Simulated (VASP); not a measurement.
Runs of VASP 6.6.1 on Ni. The structure is that of space group P6_3/mmc (No. 194), or close to it. The cells are those of the table. This isn't the form of Ni at room conditions, which is fcc.

```csv
cell,k mesh,gap on the mesh (eV),pressure (GPa),moment (μB)
"a = 2.346, b = 2.346, c = 3.847 Å, angles 90.0, 90.0, 120.0°, 2 atoms",17 × 17 × 9,none,39.2,(b)
"a = 2.448, b = 2.448, c = 4.014 Å, angles 90.0, 90.0, 120.0°, 2 atoms",17 × 17 × 9,none,-0.1,1.27
"a = 2.480, b = 2.480, c = 4.067 Å, angles 90.0, 90.0, 120.0°, 2 atoms",17 × 17 × 9,none,-8.1,(a)
"a = 2.381, b = 2.381, c = 3.904 Å, angles 90.0, 90.0, 120.0°, 2 atoms",17 × 17 × 9,none,23.0,(c)
"a = 2.448, b = 2.448, c = 4.014 Å, angles 90.0, 90.0, 120.0°, 2 atoms",14 × 14 × 8,none,-0.2,1.19
```

Alike in all rows: task single point; level PBEsol; potentials or basis VASP PAW PBE potentials, release 64 (Ni); spin collinear, ferromagnetic start; cutoff (eV) 520; smearing fermi-dirac 0.05 eV.

Problem. Fill in the values left out.

Solution. (a) 1.29; (b) 1.17; (c) 1.20.

Caveats: the PAW data sets were made with another functional, which shifts forces and pressure a little; the cell stands under pressure (at least some runs); the cell stands under tension (at least some runs).

A gap of «none» marks levels without a gap at the run's occupations.
